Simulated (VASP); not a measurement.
## In: single point with PBE+D3(BJ)

The system is In.

```xyz
2
Lattice="3.2984 0.0000 0.0000 -1.6492 2.8565 0.0000 0.0000 0.0000 5.6325" Properties=species:S:1:pos:R:3 pbc="T T T"
In    0.0000    1.9044    1.4081
In    1.6492    0.9522    4.2244
```

This cell differs from its parent crystal: uniaxial strain along c: +3.0 %, then relaxed in part.

| Property | Result |
| --- | --- |
| Program | VASP 6.6.1 |
| Task | single point |
| Functional | PBE |
| Dispersion | D3(BJ) |
| Potentials or basis | VASP PAW PBE potentials, release 64 (In_d) |
| Cutoff | 520 eV |
| k mesh | 15 × 15 × 8 |
| Occupations | gaussian, width 0.1 eV |
| Spin | no spin polarisation |

* Pressure: -0.4 GPa
* Band gap on the k mesh: zero (band 13 reaches 10.62 eV, above the bottom of band 14 at 4.82 eV)
* Dispersion energy per atom: -0.333 eV

Stress tensor (GPa, compression positive):
```
-0.03  0.00  0.00
 0.00 -0.03  0.00
 0.00  0.00 -1.24
```

Levels at points of the mesh, in eV from the Fermi level:
| k point | band 10 | band 11 | band 12 | band 13 | band 14 | band 15 | band 16 | band 17 |
| --- | --- | --- | --- | --- | --- | --- | --- | --- |
| (0.00, 0.00, 0.00) | -14.35 | -9.47 | -4.80 | -3.48 | 8.81 | 8.81 | 9.45 | 10.54 |
| (0.00, 0.00, 0.50) | -14.41 | -8.18 | -8.18 | 2.40 | 2.40 | 9.75 | 9.75 | 9.75 |

It took 48 s on 1 thread of Intel(R) Xeon(R) 6975P-C (Granite Rapids) (shared host), peak memory 0.26 GiB.

Caveat: the cell differs from its parent crystal (uniaxial strain along c: +3.0 %, then relaxed in part); spin-orbit coupling is left out, which moves the levels of the heavy elements; pairwise dispersion overbinds metals, which lowers pressure and volume.
